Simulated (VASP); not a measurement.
# Te2Mo in VASP: further runs, part 2 of 3

VASP 6.6.1. Earlier steps stand in the parts before.

### 4 Single point, PBE (atoms displaced along several vibrational modes)

INCAR

```
SYSTEM = Te2Mo
ALGO = Normal
EDIFF = 1E-6
ENCUT = 520
GGA = PE
ISIF = 2
ISMEAR = 0
LASPH = .True.
LCHARG = .False.
LREAL = .False.
LWAVE = .False.
NBANDS = 35
NELM = 60
PREC = Accurate
SIGMA = 0.05
```

KPOINTS

```
k-points
0
Gamma
  9 9 1
  0 0 0
```

POSCAR

```
Te2Mo
1.0
    3.5549909197      0.0000000000      0.0000000000
   -1.7774954599      3.0787124467      0.0000000000
    0.0000000000      0.0000000000     35.0365360304
Te Mo
4 2
Direct
    0.3333333333      0.6666666667      0.4468372677
    0.3106328534      0.6666666667      0.9483984951
    0.3560338133      0.6666666667      0.0516015049
    0.3333333333      0.6666666667      0.5531627323
    0.0000000000      0.0000000000      0.0000000000
    0.0000000000      0.0000000000      0.5000000000
```

Potentials or basis: VASP PAW PBE potentials, release 64 (Te, Mo_sv).

Started as:

```bash
$ cat potpaw_PBE.64/Te/POTCAR potpaw_PBE.64/Mo_sv/POTCAR > POTCAR
$ mpirun -np 1 vasp_std > vasp.out
```

OUTCAR:

```text
SYSTEM = Te2Mo
   EDIFF = 1E-6
   ENCUT = 520
   GGA = PE
   ISIF = 2
   ISMEAR = 0
   LASPH = .True.
   LREAL = .False.
   NELM = 60
   PREC = Accurate

 ion  position               nearest neighbor table
   1  0.333  0.667  0.447-   6 2.77   6 2.77   6 2.77
   2  0.311  0.667  0.948-   5 2.68   5 2.74   5 2.79   3 3.62
   3  0.356  0.667  0.052-   5 2.68   5 2.74   5 2.79   2 3.62
   4  0.333  0.667  0.553-   6 2.77   6 2.77   6 2.77
   5  0.000  0.000  0.000-   3 2.68   2 2.68   3 2.74   2 2.74   2 2.79   3 2.79
   6  0.000  0.000  0.500-   1 2.77   4 2.77   1 2.77   4 2.77   1 2.77   4 2.77

  LATTYP: Found a hexagonal cell.
 ALAT       =     3.5549909197
 C/A-ratio  =     9.8555908642

  Lattice vectors:

 A1 = (   3.5549909197,   0.0000000000,   0.0000000000)
 A2 = (  -1.7774954599,   3.0787124467,   0.0000000000)
 A3 = (   0.0000000000,   0.0000000000,  35.0365360304)

Analysis of symmetry for initial positions (statically):
=====================================================================
 Subroutine PRICEL returns:
 Original cell was already a primitive cell.

 Routine SETGRP: Setting up the symmetry group for a
 hexagonal supercell.

 Subroutine GETGRP returns: Found  2 space group operations
 (whereof  2 operations were pure point group operations)
 out of a pool of 24 trial point group operations.

The static configuration has the point symmetry C_2 .

Analysis of symmetry for dynamics (positions and initial velocities):
=====================================================================
 Subroutine PRICEL returns:
 Original cell was already a primitive cell.

 Routine SETGRP: Setting up the symmetry group for a
 hexagonal supercell.

[... 127 lines left out ...]
   EFERMI_NEDOS =   21; number of points for ismear=-14 and -15
   IALGO  =     38    algorithm
   IMIX   =      4    mixing-type and parameters
     AMIX     =   0.40;   BMIX     =  1.00
     AMIX_MAG =   1.60;   BMIX_MAG =  1.00
  volume/ion in A,a.u.               =      63.91       431.29
  Fermi-wavevector in a.u.,A,eV,Ry     =   0.841072  1.589395  9.624783  0.707402
  Thomas-Fermi vector in A             =   1.955557
   LORBIT       =      0    0 simple, 1 ext, 2 COOP (PROOUT), +10 PAW based schemes
   GGA     = PE    functional components
   LHFCALC =     F    Hartree Fock is set to
   AEXX    =    0.0000 exact exchange contribution
   IVDW    =     0    specifies the selected vdW correction
   LEPSILON=     F    determine dielectric tensor
   LRPA    =     F    only Hartree local field effects (RPA)
 non-spin polarized calculation
 Gauss-broadening in eV      SIGMA  =   0.05
  energy-cutoff  :      520.00
  volume of cell :      383.47
 maximum number of plane-waves:     10463
   NGX = 13   NGY = 13   NGZ =131

 number of electron      51.9999990 magnetization

 Free energy of the ion-electron system (eV)
  ---------------------------------------------------
  ext. energy  EPLUGINS =         0.00000000
  ---------------------------------------------------
  free energy    TOTEN  =       -35.97324714 eV

  energy without entropy =      -35.97324714  energy(sigma->0) =      -35.97324714

 E-fermi :   0.5740     XC(G=0):  -4.7793

 val. band max:        0.2403226748   @ k =   0.3333   0.3333   0.0000
 cond. band min:       1.2158640796   @ k =   0.3333   0.3333   0.0000
 fundamental gap:      0.9755414047
 Fermi energy:         0.5739604688

 k-point     1 :       0.0000    0.0000    0.0000
  band No.  band energies     occupation
      1     -60.5471      2.00000
      2     -60.5251      2.00000
      3     -34.6950      2.00000
      4     -34.6651      2.00000
      5     -34.5908      2.00000
      6     -34.5894      2.00000
[... 901 lines left out ...]
     34       3.8746      0.00000
     35       4.8817      0.00000

 [... further k-points ...]

------------------------ aborting loop because EDIFF is reached ----------------------------------------

  FORCE on cell =-STRESS in cart. coord.  units (eV):
  Direction    XX          YY          ZZ          XY          YZ          ZX
  --------------------------------------------------------------------------------------
  -------------------------------------------------------------------------------------
  Total       -0.8569729     -0.8553640     -2.2629092      0.0000000      0.0000000     -1.7796520
  in kB       -3.5805429     -3.5738205     -9.4547256      0.0000000      0.0000000     -7.4356150
  external PRESSURE =      -5.5363630 kB  Pullay stress =       0.0000000 kB

 VOLUME and BASIS-vectors are now :
 -----------------------------------------------------------------------------
  energy-cutoff  :      520.00
  volume of cell :      383.47
      direct lattice vectors                 reciprocal lattice vectors
     3.554990920  0.000000000  0.000000000     0.281294671  0.162405554  0.000000000
    -1.777495460  3.078712447  0.000000000     0.000000000  0.324811108  0.000000000
     0.000000000  0.000000000 35.036536030     0.000000000  0.000000000  0.028541634

 POSITION                                       TOTAL-FORCE (eV/Angst)
 -----------------------------------------------------------------------------------
     -0.00000      2.05247     15.65563         0.000034      0.000006      0.663285
     -0.08070      2.05247     33.22860         0.492139     -0.031840     -0.063583
      0.08070      2.05247      1.80794        -0.492139     -0.031840      0.063583
     -0.00000      2.05247     19.38091        -0.000034      0.000006     -0.663285
      0.00000      0.00000      0.00000        -0.000000      0.063660      0.000000
      0.00000      0.00000     17.51827        -0.000000      0.000007      0.000000
 -----------------------------------------------------------------------------------
    total drift:                                0.000000     -0.000038     -0.000000

  FREE ENERGIE OF THE ION-ELECTRON SYSTEM (eV)
  ---------------------------------------------------
  free  energy   TOTEN  =       -35.9732471368 eV

  energy  without entropy=      -35.9732471368  energy(sigma->0) =      -35.97324714
```

OSZICAR:

```text
N       E                     dE             d eps       ncg     rms          rms(c)
DAV:   1     0.375707942753E+03    0.37571E+03   -0.23016E+04  2166   0.118E+03
DAV:   2    -0.804413916124E+01   -0.38375E+03   -0.37214E+03  2293   0.270E+02
DAV:   3    -0.363733445526E+02   -0.28329E+02   -0.27903E+02  2276   0.628E+01
[... 16 lines left out ...]
DAV:  20    -0.359732020178E+02   -0.39423E-04   -0.70259E-07  1438   0.307E-03    0.472E-03
DAV:  21    -0.359732372491E+02   -0.35231E-04   -0.83909E-07  1506   0.185E-03    0.322E-03
DAV:  22    -0.359732451148E+02   -0.78657E-05   -0.33318E-07  1291   0.219E-03    0.381E-04
DAV:  23    -0.359732469407E+02   -0.18259E-05   -0.14295E-07  1187   0.108E-03    0.109E-03
DAV:  24    -0.359732471368E+02   -0.19617E-06   -0.22306E-08  1094   0.510E-04
   1 F= -.35973247E+02 E0= -.35973247E+02  d E =-.320396E-22
```

Wall time 7.2 min (1 thread of AMD EPYC 9R45 (Zen 5), shared host); peak memory 0.63 GiB.

Results:

| Item | Value |
| --- | --- |
| Free energy | -35.9732 eV |
| Largest force | 0.663 eV/Å |
| Band gap on the k mesh | 0.98 eV |

Forces in eV/Å, atoms in the order of the input:
```
Te   0.000  0.000  0.663
Te   0.492 -0.032 -0.064
Te  -0.492 -0.032  0.064
Te   0.000  0.000 -0.663
Mo   0.000  0.064  0.000
Mo   0.000  0.000  0.000
```

Caveat: the cell differs from its parent crystal (atoms displaced along several vibrational modes); there is no dipole correction, which matters where the two faces differ; spin-orbit coupling is left out, which moves the levels of the heavy elements.

### 5 Single point, PBE (atoms displaced along several vibrational modes)

INCAR

```
SYSTEM = Te2Mo
  PREC = Accurate
  ENCUT = 520
  EDIFF = 1E-6
  ISMEAR = 0
  SIGMA = 0.05
  LREAL = .False.
  LASPH = .True.
  NELM = 100
  ALGO = Normal
  ISIF = 2
  LWAVE = .False.
  LCHARG = .True.
  GGA = PE
  LELF = .True.
  LVHAR = .True.
  NBANDS = 35
```

KPOINTS

```
regular mesh
0
Gamma
  9 9 1
  0 0 0
```

POSCAR

```
Te2Mo
1.0
    3.5549909197      0.0000000000      0.0000000000
   -1.7774954599      3.0787124467      0.0000000000
    0.0000000000      0.0000000000     35.0365360304
Te Mo
4 2
Direct
    0.3333333333      0.6666666667      0.4491776817
    0.2992966782      0.6666666667      0.9483984951
    0.3673699885      0.6666666667      0.0516015049
    0.3333333333      0.6666666667      0.5508223183
    0.0000000000      0.0000000000      0.0000000000
    0.0000000000      0.0000000000      0.5000000000
```

Potentials or basis: VASP PAW PBE potentials, release 64 (Te, Mo_sv).

Started as:

```bash
$ cat potpaw_PBE.64/Te/POTCAR potpaw_PBE.64/Mo_sv/POTCAR > POTCAR
$ mpirun -np 1 vasp_std > vasp.out
```

OUTCAR:

```text
SYSTEM = Te2Mo
   PREC = Accurate
   ENCUT = 520
   EDIFF = 1E-6
   ISMEAR = 0
   LREAL = .False.
   LASPH = .True.
   NELM = 100
   ISIF = 2
   GGA = PE

 ion  position               nearest neighbor table
   1  0.333  0.667  0.449-   6 2.72   6 2.72   6 2.72   4 3.56
   2  0.299  0.667  0.948-   5 2.66   5 2.74   5 2.82   3 3.62
   3  0.367  0.667  0.052-   5 2.66   5 2.74   5 2.82   2 3.62
   4  0.333  0.667  0.551-   6 2.72   6 2.72   6 2.72   1 3.56
   5  0.000  0.000  0.000-   3 2.66   2 2.66   3 2.74   2 2.74   2 2.82   3 2.82
[... 1119 lines left out ...]
  -------------------------------------------------------------------------------------
  Total        0.5823827      0.5867266      1.8282960     -0.0000000      0.0000000     -2.6651391
  in kB        2.4332698      2.4514193      7.6388559     -0.0000000      0.0000000    -11.1352937
  external PRESSURE =       4.1745150 kB  Pullay stress =       0.0000000 kB

 VOLUME and BASIS-vectors are now :
 -----------------------------------------------------------------------------
  energy-cutoff  :      520.00
  volume of cell :      383.47
      direct lattice vectors                 reciprocal lattice vectors
     3.554990920  0.000000000  0.000000000     0.281294671  0.162405554  0.000000000
    -1.777495460  3.078712447  0.000000000     0.000000000  0.324811108  0.000000000
     0.000000000  0.000000000 35.036536030     0.000000000  0.000000000  0.028541634

 POSITION                                       TOTAL-FORCE (eV/Angst)
 -----------------------------------------------------------------------------------
     -0.00000      2.05247     15.73763         0.000047      0.000002     -0.390956
     -0.12100      2.05247     33.22860         0.737019     -0.071491     -0.126689
      0.12100      2.05247      1.80794        -0.737019     -0.071491      0.126689
     -0.00000      2.05247     19.29891        -0.000047      0.000002      0.390956
      0.00000      0.00000      0.00000        -0.000000      0.142974      0.000000
      0.00000      0.00000     17.51827        -0.000000      0.000002      0.000000
 -----------------------------------------------------------------------------------
    total drift:                                0.000000     -0.000015     -0.000000

  FREE ENERGIE OF THE ION-ELECTRON SYSTEM (eV)
  ---------------------------------------------------
  free  energy   TOTEN  =       -35.9494565748 eV

  energy  without entropy=      -35.9494565748  energy(sigma->0) =      -35.94945657
```

OSZICAR:

```text
N       E                     dE             d eps       ncg     rms          rms(c)
DAV:   1     0.378859973533E+03    0.37886E+03   -0.23042E+04  2166   0.118E+03
DAV:   2    -0.795360170044E+01   -0.38681E+03   -0.37521E+03  2317   0.271E+02
DAV:   3    -0.363496805245E+02   -0.28396E+02   -0.27994E+02  2305   0.629E+01
[... 15 lines left out ...]
DAV:  19    -0.359493924127E+02   -0.59699E-04   -0.10730E-06  1498   0.397E-03    0.398E-03
DAV:  20    -0.359494336623E+02   -0.41250E-04   -0.89907E-07  1534   0.221E-03    0.226E-03
DAV:  21    -0.359494521917E+02   -0.18529E-04   -0.45939E-07  1395   0.145E-03    0.158E-03
DAV:  22    -0.359494561164E+02   -0.39246E-05   -0.17752E-07  1254   0.117E-03    0.513E-04
DAV:  23    -0.359494565748E+02   -0.45843E-06   -0.30481E-08  1096   0.438E-04
   1 F= -.35949457E+02 E0= -.35949457E+02  d E =-.564667E-30
```

Wall time 6.6 min (1 thread of Intel Xeon 6975P-C (Granite Rapids), shared host); peak memory 0.65 GiB.

What came out:

```
Free energy            : -35.9495 eV
Largest force          : 0.751 eV/Å
Band gap on the k mesh : 0.98 eV
```

Forces on the atoms (eV/Å):
```
Te   0.000  0.000 -0.391
Te   0.737 -0.071 -0.127
Te  -0.737 -0.071  0.127
Te   0.000  0.000  0.391
Mo   0.000  0.143  0.000
Mo   0.000  0.000  0.000
```

Levels at points of the mesh, in eV from the valence-band top:
| k point | band 23 | band 24 | band 25 | band 26 | band 27 | band 28 | band 29 | band 30 |
| --- | --- | --- | --- | --- | --- | --- | --- | --- |
| (0.00, 0.00, 0.00) | -0.94 | -0.88 | -0.43 | -0.41 | 2.97 | 2.99 | 3.03 | 3.03 |

Caveat: the cell differs from its parent crystal (atoms displaced along several vibrational modes); there is no dipole correction, which matters where the two faces differ; spin-orbit coupling is left out, which moves the levels of the heavy elements.

[end of part 2 of 3]
